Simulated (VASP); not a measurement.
Set up this calculation in VASP 6.6.1, as the native input.

```
Task                   : single point
Functional             : LDA
Potentials or basis    : VASP PAW LDA potentials, release 64 (As)
Cutoff                 : 520 eV
k mesh                 : 14 × 14 × 14
Occupations            : gaussian, width 0.02 eV
Spin                   : no spin polarisation
Dipole correction      : no
Further INCAR settings : ALGO = Normal; EDIFF = 1e-07; NBANDS = 12
```

The structure of As lies in POSCAR:

```
As
1.0
    1.8617976513      1.0749093751      3.4785639918
   -1.8617976513      1.0749093751      3.4785639918
    0.0000000000     -2.1498187502      3.4785639918
As
2
Direct
    0.2260000000      0.2260000000      0.2260000000
    0.7740000000      0.7740000000      0.7740000000
```

These files were run (other wordings do the same):

INCAR

```
  PREC = Accurate
  ENCUT = 520
  EDIFF = 1E-7
  ISMEAR = 0
  SIGMA = 0.02
  LREAL = False
  LASPH = True
  NELM = 80
  ALGO = Normal
  ISIF = 2
  LWAVE = False
  LCHARG = True
  GGA = CA
  LELF = True
  LVHAR = True
  NBANDS = 12
```

KPOINTS

```
Automatic mesh
0
Gamma
  14 14 14
```

Potentials or basis: VASP PAW LDA potentials, release 64 (As).

Command:

```bash
$ cat potpaw_LDA.64/As/POTCAR > POTCAR
$ mpirun -np 1 vasp_std > vasp.out
```

Results of the run:

The pressure is 1.6 GPa. The largest force is 0.550 eV/Å. The band gap on the k mesh is zero (band 5 reaches 6.01 eV, above the bottom of band 6 at 5.45 eV).

It took 49 s on 1 thread of Intel(R) Xeon(R) 6975P-C (Granite Rapids) (shared host), peak memory 0.23 GiB.
